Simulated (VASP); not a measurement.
Write the native input for VASP 6.6.1 that does the following.

```yaml
Task: single point
Functional: PBEsol
Dispersion: D3(BJ)
Potentials_or_basis: VASP PAW PBE potentials, release 64 (P)
Cutoff: 520 eV
k_mesh: 18 × 18 × 18
Occupations: gaussian, width 0.15 eV
Spin: no spin polarisation
Dipole_correction: no
Further_INCAR_settings: ALGO = Normal; EDIFF = 1e-07; NBANDS = 12
```

The structure of P lies in POSCAR:

```
P
1.0
   -1.6915100431      2.5151650373      1.8682388565
    1.6915100431     -2.5151650373      1.8682388565
    1.6915100431      2.5151650373     -1.8682388565
P
2
Direct
    0.8033091100      0.0533091100      0.7500000000
    0.1966908900      0.9466908900      0.2500000000
```

This cell differs from its parent crystal: strain +0.0050 x Voigt [0, 0, 1, 0, 0, 0].

One way to write it, as run:

INCAR

```
PREC     = Accurate       # precision mode
ENCUT    = 520            # plane-wave cutoff, eV
EDIFF    = 1E-7           # SCF threshold, eV
ISMEAR   = 0              # smearing method
SIGMA    = 0.15           # smearing width, eV
LREAL    = False          # projectors in reciprocal space
LASPH    = True           # aspherical terms in the spheres
NELM     = 100            # most SCF steps
ALGO     = Normal         # electronic algorithm
ISIF     = 2              # what is computed and relaxed
LWAVE    = False          # write WAVECAR
LCHARG   = False          # write CHGCAR
GGA      = PS             # functional
IVDW     = 12             # dispersion correction
NBANDS   = 12             # bands
```

KPOINTS

```
regular mesh
0
Gamma
  18 18 18
```

Potentials or basis: VASP PAW PBE potentials, release 64 (P).

Launch:

```console
$ cat potpaw_PBE.64/P/POTCAR > POTCAR
$ mpirun -np 1 vasp_std > vasp.out
```

Results of the run:

The pressure is -4.8 GPa, the largest force is 0.312 eV/Å and the band gap on the k mesh is zero (bands 5 and 6 overlap by 1.05 eV). The dispersion energy per atom is -0.355 eV.

Caveat: the cell differs from its parent crystal (strain +0.0050 x Voigt [0, 0, 1, 0, 0, 0]); the cell stands under tension; the PAW data sets were made with another functional, which shifts forces and pressure a little.

Wall time 2.2 min on 1 thread of Intel(R) Xeon(R) 6975P-C (Granite Rapids), on a shared host, peak memory 0.36 GiB.
